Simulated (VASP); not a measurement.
Here is a VASP 6.6.1 calculation.

Contents of INCAR:

```
ALGO = Normal
EDIFF = 1E-6
ENCUT = 520
ISIF = 2
ISMEAR = 0
LASPH = True
LCHARG = False
LREAL = False
LWAVE = False
NBANDS = 12
NELM = 80
PREC = Accurate
SIGMA = 0.05
```

The input KPOINTS:

```
k-points
0
Gamma
  8 8 8
```

Contents of POSCAR:

```
LiCl
1.0
    0.0000000000      2.6288790000      2.6288790000
    2.6288790000      0.0000000000      2.6288790000
    2.6288790000      2.6288790000      0.0000000000
Li Cl
1 1
Direct
    0.0000000000      0.0000000000      0.0000000000
    0.5000000000      0.5000000000      0.5000000000
```

Potentials or basis: VASP PAW LDA potentials, release 64 (Li_sv, Cl).

Launch:

```sh
$ cat potpaw_LDA.64/Li_sv/POTCAR potpaw_LDA.64/Cl/POTCAR > POTCAR
$ mpirun -np 1 vasp_std > vasp.out
```

**Question.** What does it give for the band gap on the k mesh?

**Answer.** 5.60 eV, direct.

Caveat: the cell differs from its parent crystal (strain +0.025 along x and y, +0.025 along z). A k mesh can miss the band edges.
